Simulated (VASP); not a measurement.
# MoS2 (R3m) in VASP: notebook

MoS2 is run at these levels: PBE+D3(BJ); tasks: single point.

Everything below comes from runs of VASP 6.6.1. Logs are shortened: lines on timing, memory, paths and dates and some standing lists are left out, and cuts for length are marked.

## Step 1: The cell of the first run

The structure is trigonal, space group R3m (No. 160). The conventional cell has a = 2.996 Å, b = 2.996 Å, c = 20.585 Å, α = 90.00°, β = 90.00°, γ = 120.00°. Within 3.3 Å of Mo (site symmetry 3m) lie 6 S at 2.49 Å and 6 Mo at 3.00 Å. S (site symmetry 3m) has 3 Mo at 2.49 Å and 6 S at 3.00 Å within 3.3 Å. Within 3.3 Å of S (site symmetry 3m) lie 3 Mo at 2.49 Å and 6 S at 3.00 Å.

## Step 2: Single point, PBE+D3(BJ)

Contents of INCAR:

```
PREC = Accurate
ENCUT = 520
EDIFF = 1E-6
ISMEAR = 0
SIGMA = 0.05
LREAL = False
LASPH = True
NELM = 100
ALGO = Normal
ISIF = 2
LWAVE = False
LCHARG = False
GGA = PE
IVDW = 12
NBANDS = 20
```

Contents of KPOINTS:

```
Automatic mesh
0
Gamma
  12 12 12
```

Contents of POSCAR:

```
MoS2
1.0
    1.4977500000      0.8647263657      6.8616000000
   -1.4977500000      0.8647263657      6.8616000000
    0.0000000000     -1.7294527314      6.8616000000
Mo S
1 2
Direct
    0.0000172156      0.0000172156      0.0000172156
    0.7535368444      0.7535368444      0.7535368444
    0.5797459400      0.5797459400      0.5797459400
```

Potentials or basis: VASP PAW PBE potentials, release 64 (Mo_sv, S).

Launch:

```console
$ cat potpaw_PBE.64/Mo_sv/POTCAR potpaw_PBE.64/S/POTCAR > POTCAR
$ mpirun -np 1 vasp_std > vasp.out
```

OUTCAR:

```text
PREC = Accurate
   ENCUT = 520
   EDIFF = 1E-6
   ISMEAR = 0
   LREAL = False
   LASPH = True
   NELM = 100
   ISIF = 2
   GGA = PE
   IVDW = 12
 IVDW          = 12

 ion  position               nearest neighbor table
   1  0.000  0.000  0.000-   2 2.49   2 2.49   2 2.49   3 2.49   3 2.49   3 2.49
   2  0.754  0.754  0.754-   1 2.49   1 2.49   1 2.49
   3  0.580  0.580  0.580-   1 2.49   1 2.49   1 2.49

  LATTYP: Found a trigonal (rhomboedric) cell.
 ALAT       =     7.0761968111
 COS(alpha) =     0.9103998276

  Lattice vectors:

 A1 = (   1.4977500000,   0.8647263657,   6.8616000000)
 A2 = (  -1.4977500000,   0.8647263657,   6.8616000000)
 A3 = (   0.0000000000,  -1.7294527314,   6.8616000000)

Analysis of symmetry for initial positions (statically):
=====================================================================
 Subroutine PRICEL returns:
 Original cell was already a primitive cell.

 Routine SETGRP: Setting up the symmetry group for a
 trigonal (rhombohedral) supercell.

 Subroutine GETGRP returns: Found  6 space group operations
 (whereof  6 operations were pure point group operations)
 out of a pool of 12 trial point group operations.

The static configuration has the point symmetry C_3v.

Analysis of symmetry for dynamics (positions and initial velocities):
=====================================================================
 Subroutine PRICEL returns:
 Original cell was already a primitive cell.

 Routine SETGRP: Setting up the symmetry group for a
 trigonal (rhombohedral) supercell.

 Subroutine GETGRP returns: Found  6 space group operations
 (whereof  6 operations were pure point group operations)
 out of a pool of 12 trial point group operations.

The dynamic configuration has the point symmetry C_3v.

 Subroutine INISYM returns: Found  6 space group operations
 (whereof  6 operations are pure point group operations),
 and found     1 'primitive' translations

----------------------------------------------------------------------------------------

                                     Primitive cell

  volume of cell :      53.3206

  direct lattice vectors                    reciprocal lattice vectors
     1.497750000  0.864726366  6.861600000     0.333834084  0.192739199  0.048579534
    -1.497750000  0.864726366  6.861600000    -0.333834084  0.192739199  0.048579534
     0.000000000 -1.729452731  6.861600000     0.000000000 -0.385478397  0.048579534

  length of vectors
     7.076196811  7.076196811  7.076196811     0.388527432  0.388527432  0.388527432

  position of ions in fractional coordinates (direct lattice)
     0.000017216  0.000017216  0.000017216
     0.753536844  0.753536844  0.753536844
     0.579745940  0.579745940  0.579745940

  ion indices of the primitive-cell ions
   primitive index   ion index
                 1           1
                 2           2
                 3           3

----------------------------------------------------------------------------------------

 KPOINTS: Automatic mesh

Automatic generation of k-mesh.
 Grid dimensions read from file:
 generate k-points for:   12   12   12

 Generating k-lattice:

  Cartesian coordinates                     Fractional coordinates (reciprocal lattice)
     0.027819507  0.016061600  0.004048295     0.083333333  0.000000000  0.000000000
    -0.027819507  0.016061600  0.004048295     0.000000000  0.083333333  0.000000000
     0.000000000 -0.032123200  0.004048295     0.000000000  0.000000000  0.083333333

  Length of vectors
     0.032377286  0.032377286  0.032377286

  Shift w.r.t. Gamma in fractional coordinates (k-lattice)
     0.000000000  0.000000000  0.000000000

 Subroutine IBZKPT returns following result:
 ===========================================

 Found    189 irreducible k-points:

 Following reciprocal coordinates:
            Coordinates               Weight
  0.000000  0.000000  0.000000      1.000000
  0.083333 -0.000000 -0.000000      6.000000
  0.166667 -0.000000  0.000000      6.000000
  0.250000  0.000000 -0.000000      6.000000
  0.333333 -0.000000 -0.000000      6.000000
  0.416667 -0.000000  0.000000      6.000000
[... 16 lines left out ...]
  0.500000  0.166667 -0.000000     12.000000
 -0.416667  0.166667 -0.000000     12.000000
 [... further k-points ...]
   k-points           NKPTS =    189   k-points in BZ     NKDIM =    189   number of bands    NBANDS=     20
   number of dos      NEDOS =    301   number of ions     NIONS =      3
   total plane-waves  NPLWV = 157464
   dimension x,y,z NGX =    54 NGY =   54 NGZ =   54
   dimension x,y,z NGXF=   108 NGYF=  108 NGZF=  108
   ions per type =               1   2
   NGX,Y,Z   is equivalent  to a cutoff of  12.69, 12.69, 12.69 a.u.
   NGXF,Y,Z  is equivalent  to a cutoff of  25.37, 25.37, 25.37 a.u.
 SYSTEM =  unknown system
   PREC   = accura    normal or accurate (medium, high low for compatibility)
   ISTART =      0    job   : 0-new  1-cont  2-samecut
   ICHARG =      2    charge: 1-file 2-atom 10-const
   ISPIN  =      1    spin polarized calculation?
   LNONCOLLINEAR =      F non collinear calculations
   LSORBIT =      F    spin-orbit coupling
   LASPH  =      T    aspherical Exc in radial PAW
   ENCUT  =  520.0 eV  38.22 Ry    6.18 a.u.  13.16 13.16 13.16*2*pi/ulx,y,z
   NELM   =    100;   NELMIN=  2; NELMDL= -5     # of ELM steps
   EDIFF  = 0.1E-05   stopping-criterion for ELM
   LREAL  =      F    real-space projection
   EDIFFG = 0.1E-04   stopping-criterion for IOM
   NSW    =      0    number of steps for IOM
   IBRION =     -1    ionic relax: 0-MD 1-quasi-New 2-CG
   NFREE  =      0    steps in history (QN), initial steepest desc. (CG)
   ISIF   =      2    stress and relaxation
   ISYM   =      2    0-nonsym 1-usesym 2-fastsym
   POTIM  = 0.5000    time-step for ionic-motion
   TEBEG  =    0.0;   TEEND  =   0.0 temperature during run
   PSTRESS=    0.0 pullay stress
   NELECT =      26.0000    total number of electrons
   NUPDOWN=      -1.0000    fix difference up-down
   EMIN   =  10.00;   EMAX   =-10.00  energy-range for DOS
   EFERMI =   0.00;   METHOD = LEGACY
   ISMEAR =     0;   SIGMA  =   0.05  broadening in eV -4-tet -1-fermi 0-gaus
   EFERMI_NEDOS =   21; number of points for ismear=-14 and -15
   IALGO  =     38    algorithm
   IMIX   =      4    mixing-type and parameters
     AMIX     =   0.40;   BMIX     =  1.00
     AMIX_MAG =   1.60;   BMIX_MAG =  1.00
  volume/ion in A,a.u.               =      17.77       119.94
  Fermi-wavevector in a.u.,A,eV,Ry     =   1.288549  2.435005 22.590561  1.660359
  Thomas-Fermi vector in A             =   2.420496
   LORBIT       =      0    0 simple, 1 ext, 2 COOP (PROOUT), +10 PAW based schemes
   GGA     = PE    functional components
   LHFCALC =     F    Hartree Fock is set to
   AEXX    =    0.0000 exact exchange contribution
   IVDW    =    12    specifies the selected vdW correction
   LEPSILON=     F    determine dielectric tensor
   LRPA    =     F    only Hartree local field effects (RPA)
 non-spin polarized calculation
 Gauss-broadening in eV      SIGMA  =   0.05
  energy-cutoff  :      520.00
  volume of cell :       53.32
 maximum number of plane-waves:      1466
 NGX is ok and might be reduce to    54
   NGX = 27   NGY = 27   NGZ = 27

 number of electron      25.9999999 magnetization

 Free energy of the ion-electron system (eV)
  ---------------------------------------------------
  ext. energy  EPLUGINS =         0.00000000
  ---------------------------------------------------
  free energy    TOTEN  =       -21.05784566 eV

  energy without entropy =      -21.05784566  energy(sigma->0) =      -21.05784566

 E-fermi :   7.3041     XC(G=0): -10.8670

 val. band max:        6.9481505231   @ k =  -0.1667   0.5000   0.1667
 cond. band min:       7.7060506095   @ k =  -0.1667   0.1667   0.0000
 fundamental gap:      0.7579000864
 Fermi energy:         7.3040793639

 k-point     1 :       0.0000    0.0000    0.0000
  band No.  band energies     occupation
      1     -53.8747      2.00000
      2     -28.0770      2.00000
      3     -27.6082      2.00000
      4     -27.6082      2.00000
      5      -7.4624      2.00000
      6      -6.4087      2.00000
[... 12 lines left out ...]
     19      15.5224      0.00000
     20      16.6219      0.00000

 k-point     2 :       0.0833   -0.0000   -0.0000
  band No.  band energies     occupation
      1     -53.8696      2.00000
      2     -28.0692      2.00000
      3     -27.6508      2.00000
      4     -27.6179      2.00000
      5      -7.3375      2.00000
      6      -6.3337      2.00000
[... 12 lines left out ...]
     19      15.8765      0.00000
     20      17.1111      0.00000

 k-point     3 :       0.1667   -0.0000    0.0000
  band No.  band energies     occupation
      1     -53.8556      2.00000
      2     -28.0479      2.00000
      3     -27.7657      2.00000
      4     -27.6443      2.00000
      5      -6.9760      2.00000
      6      -6.1165      2.00000
[... 12 lines left out ...]
     19      16.7323      0.00000
     20      17.0783      0.00000

 k-point     4 :       0.2500    0.0000   -0.0000
  band No.  band energies     occupation
      1     -53.8365      2.00000
      2     -28.0186      2.00000
      3     -27.9201      2.00000
      4     -27.6802      2.00000
      5      -6.4196      2.00000
      6      -5.7844      2.00000
[... 12 lines left out ...]
     19      15.9621      0.00000
     20      16.5777      0.00000

 k-point     5 :       0.3333   -0.0000   -0.0000
  band No.  band energies     occupation
      1     -53.8174      2.00000
      2     -28.0714      2.00000
      3     -27.9892      2.00000
      4     -27.7158      2.00000
      5      -5.7526      2.00000
      6      -5.3957      2.00000
[... 12 lines left out ...]
     19      15.1036      0.00000
     20      15.4625      0.00000

 k-point     6 :       0.4167   -0.0000    0.0000
  band No.  band energies     occupation
      1     -53.8033      2.00000
      2     -28.1803      2.00000
      3     -27.9676      2.00000
      4     -27.7417      2.00000
      5      -5.1467      2.00000
      6      -5.0542      2.00000
[... 12 lines left out ...]
     19      14.4987      0.00000
     20      14.9191      0.00000

 k-point     7 :       0.5000    0.0000   -0.0000
  band No.  band energies     occupation
      1     -53.7981      2.00000
      2     -28.2198      2.00000
      3     -27.9596      2.00000
      4     -27.7511      2.00000
      5      -4.9324      2.00000
      6      -4.8622      2.00000
[... 12 lines left out ...]
     19      14.3518      0.00000
     20      14.8262      0.00000
[... 277 lines left out ...]
 k-point    20 :       0.2500    0.1667   -0.0000
  band No.  band energies     occupation
      1     -53.8436      2.00000
      2     -28.0293      2.00000
      3     -27.8563      2.00000
      4     -27.6750      2.00000
      5      -6.6161      2.00000
      6      -5.9353      2.00000
[... 12 lines left out ...]
     19      16.5698      0.00000
     20      17.2487      0.00000

 k-point    21 :       0.3333    0.1667   -0.0000
  band No.  band energies     occupation
      1     -53.8270      2.00000
      2     -28.0039      2.00000
      3     -27.9668      2.00000
      4     -27.7285      2.00000
      5      -6.0897      2.00000
      6      -5.6228      2.00000
[... 12 lines left out ...]
     19      16.2982      0.00000
     20      16.9779      0.00000

 k-point    22 :       0.4167    0.1667   -0.0000
  band No.  band energies     occupation
      1     -53.8103      2.00000
      2     -28.0702      2.00000
      3     -27.9784      2.00000
      4     -27.7876      2.00000
      5      -5.4752      2.00000
      6      -5.2478      2.00000
[... 12 lines left out ...]
     19      15.7889      0.00000
     20      16.7545      0.00000

 k-point    23 :       0.5000    0.1667   -0.0000
  band No.  band energies     occupation
      1     -53.7981      2.00000
      2     -28.1430      2.00000
      3     -27.9597      2.00000
      4     -27.8326      2.00000
      5      -4.9789      2.00000
      6      -4.8705      2.00000
[... 12 lines left out ...]
     19      15.6500      0.00000
     20      16.5091      0.00000

 k-point    24 :      -0.4167    0.1667   -0.0000
  band No.  band energies     occupation
      1     -53.7937      2.00000
      2     -28.1692      2.00000
      3     -27.9528      2.00000
      4     -27.8493      2.00000
      5      -4.8093      2.00000
      6      -4.6743      2.00000
[... 12 lines left out ...]
     19      15.8213      0.00000
     20      16.4081      0.00000

 [... further k-points ...]

------------------------ aborting loop because EDIFF is reached ----------------------------------------

 Edisp (eV)   -1.27900

 E8    (eV) :    -0.5167

  FORCE on cell =-STRESS in cart. coord.  units (eV):
  Direction    XX          YY          ZZ          XY          YZ          ZX
  --------------------------------------------------------------------------------------
  -------------------------------------------------------------------------------------
  Total       2.00878     2.00878    -9.68088    -0.00000     0.00000     0.00000
  in kB      60.36002    60.36002  -290.89145    -0.00000     0.00000     0.00000
  external pressure =      -56.72 kB  Pullay stress =        0.00 kB

 VOLUME and BASIS-vectors are now :
 -----------------------------------------------------------------------------
  energy-cutoff  :      520.00
  volume of cell :       53.32
      direct lattice vectors                 reciprocal lattice vectors
     1.497750000  0.864726366  6.861600000     0.333834084  0.192739199  0.048579534
    -1.497750000  0.864726366  6.861600000    -0.333834084  0.192739199  0.048579534
     0.000000000 -1.729452731  6.861600000     0.000000000 -0.385478397  0.048579534

 POSITION                                       TOTAL-FORCE (eV/Angst)
 -----------------------------------------------------------------------------------
      0.00000      0.00000      0.00035         0.000000      0.000000     -0.007217
      0.00000      0.00000     15.51141         0.000000      0.000000     -2.500606
      0.00000      0.00000     11.93395         0.000000     -0.000000      2.507823
 -----------------------------------------------------------------------------------
    total drift:                               -0.000000     -0.000000      0.000032

  FREE ENERGIE OF THE ION-ELECTRON SYSTEM (eV)
  ---------------------------------------------------
  free  energy   TOTEN  =       -22.3368495737 eV

  energy  without entropy=      -22.3368495737  energy(sigma->0) =      -22.33684957
```

Run time: 21 min. Hardware: 1 thread of Intel Xeon 8259CL, shared host; peak memory 0.48 GiB.

Results:

- Free energy: -22.3368 eV
- Pressure: -5.7 GPa
- Largest force: 2.508 eV/Å
- Band gap on the k mesh: 0.76 eV (least direct gap 1.28 eV)
- Dispersion energy per atom: -0.426 eV

Forces in eV/Å, atoms in the order of the input:
```
Mo   0.000  0.000 -0.007
S    0.000  0.000 -2.501
S    0.000  0.000  2.508
```

Stress tensor (GPa, compression positive):
```
  6.04   0.00   0.00
  0.00   6.04   0.00
  0.00   0.00 -29.09
```

Caveat: the cell stands under tension; forces of over 1 eV/Å act on the atoms, so gaps and moduli don't describe the material at rest.

[end of part 1 of 2]
